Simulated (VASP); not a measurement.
Write the native input for VASP 6.6.1 that does the following.

```
Task                   : single point
Functional             : LDA
Potentials or basis    : VASP PAW LDA potentials, release 64 (Sn_d, O)
Cutoff                 : 520 eV
k mesh                 : 10 × 10 × 10
Occupations            : gaussian, width 0.02 eV
Spin                   : no spin polarisation
Dipole correction      : no
Further INCAR settings : ALGO = Normal; EDIFF = 1e-06; NBANDS = 35
```

The structure of SnO2 lies in POSCAR:

```
SnO2
1.0
   -1.9707895616      1.9707895616      5.0145417387
    1.9707895616     -1.9707895616      5.0145417387
    1.9707895616      1.9707895616     -5.0145417387
Sn O
2 4
Direct
    0.7500000000      0.2500000000      0.5000000000
    0.0000000000      0.0000000000      0.0000000000
    0.7951913307      0.7951913307      0.0000000000
    0.9548086693      0.4548086693      0.5000000000
    0.2048086693      0.2048086693      0.0000000000
    0.5451913307      0.0451913307      0.5000000000
```

These files were run (other wordings do the same):

INCAR

```
  PREC = Accurate
  ENCUT = 520
  EDIFF = 1E-6
  ISMEAR = 0
  SIGMA = 0.02
  LREAL = F
  LASPH = T
  NELM = 60
  ALGO = Normal
  ISIF = 2
  LWAVE = F
  LCHARG = T
  GGA = CA
  LELF = T
  LVHAR = T
  NBANDS = 35
```

KPOINTS

```
Automatic mesh
0
Gamma
  10 10 10
```

Potentials or basis: VASP PAW LDA potentials, release 64 (Sn_d, O).

Launch:

```console
$ cat potpaw_LDA.64/Sn_d/POTCAR potpaw_LDA.64/O/POTCAR > POTCAR
$ mpirun -np 1 vasp_std > vasp.out
```

Results of the run:

```yaml
Pressure: 6.3 GPa
Largest_force: 0.044 eV/Å
Band_gap_on_the_k_mesh: 2.04 eV (least direct gap 2.50 eV)
```

Caveat: the cell stands under pressure; spin-orbit coupling is left out, which moves the levels of the heavy elements.

It took 12 min on 1 thread of Intel Xeon 8259CL, on a shared host, peak memory 0.4 GiB.
